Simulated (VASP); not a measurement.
Here is a VASP 6.6.1 calculation.

Contents of INCAR:

```
  ALGO = Normal
  EDIFF = 1E-6
  EDIFFG = -0.03
  ENCUT = 600
  GGA = PE
  IBRION = 2
  ISIF = 3
  ISMEAR = 1
  IVDW = 13
  LASPH = T
  LCHARG = F
  LREAL = F
  LWAVE = F
  NELM = 100
  NSW = 80
  PREC = Accurate
  SIGMA = 0.1
```

Contents of KPOINTS:

```
k-points
0
Gamma
  13 13 13
```

Contents of POSCAR:

```
Pt
1.0
    0.0000000000      1.9609000000      1.9609000000
    1.9609000000      0.0000000000      1.9609000000
    1.9609000000      1.9609000000      0.0000000000
Pt
1
Direct
    0.0000000000      0.0000000000      0.0000000000
```

Potentials or basis: VASP PAW PBE potentials, release 64 (Pt).

Run with:

```sh
$ cat potpaw_PBE.64/Pt/POTCAR > POTCAR
$ mpirun -np 1 vasp_std > vasp.out
```

Problem. Predict the space group after relaxing (to 0.05 Å).

Solution. Fm-3m (No. 225).

Problem. Estimate the dispersion energy per atom.

Solution. -0.768 eV.

Step by step:
| step | energy change (eV) | largest force (eV/Å) | pressure (GPa) | volume (Å³) |
| --- | --- | --- | --- | --- |
| 1 | 0.0000 | 0.0000 | 1.88 | 15.08 |
| 2 | 0.0040 | 0.0000 | -4.96 | 15.47 |
| 3 | -0.0006 | 0.0000 | 0.00 | 15.18 |

Caveat: pairwise dispersion overbinds metals, which lowers pressure and volume. Zero-point motion and thermal expansion aren't in these numbers.
